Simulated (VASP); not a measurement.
**Mo: single point with PBE**

Slab: Mo, a slab with vacuum.

```
Mo
1.0
     4.46958    0.00000    0.00000
    -2.23479    3.87077    0.00000
     0.00000    0.00000   20.90957
Mo
6
Cartesian
  2.2348 1.2903 4.0000
  0.0000 2.5805 4.9123
  0.0000 0.0000 5.8247
  2.2348 1.2903 6.6566
  0.0000 2.5805 7.4686
  0.0000 0.0000 8.2596
```

```
Program                : VASP 6.6.1
Task                   : single point
Functional             : PBE
Potentials or basis    : VASP PAW PBE potentials, release 64 (Mo_sv)
Cutoff                 : 520 eV
k mesh                 : 6 × 6 × 1
Occupations            : gaussian, width 0.1 eV
Spin                   : no spin polarisation
Dipole correction      : yes
Further INCAR settings : ALGO = Normal; EDIFF = 1e-06; NBANDS = 51
```

- Largest force: 1.438 eV/Å
- Band gap on the k mesh: zero (band 42 reaches 0.56 eV, above the bottom of band 43 at 0.45 eV)

Forces in eV/Å, atoms in the order of the input:
```
Mo   0.000  0.000  1.438
Mo   0.000  0.000 -0.263
Mo   0.000  0.000 -1.375
Mo   0.000  0.000 -0.081
Mo   0.000  0.000  0.090
Mo   0.000  0.000  0.191
```

Levels at points of the mesh, in eV from the Fermi level:
```csv
k point,band 38,band 39,band 40,band 41,band 42,band 43,band 44,band 45,band 46,band 47
"(0.00, 0.00, 0.00)",-1.23,-1.23,-1.21,-1.21,-1.00,-0.08,1.14,1.14,1.26,1.26
"(0.50, 0.00, 0.00)",-1.44,-1.27,-0.65,-0.36,0.03,0.06,0.21,0.70,1.23,1.43
```

It used 1000 s of CPU time on 1 thread of AMD EPYC 7R13 Processor (Zen 3), on a shared host.
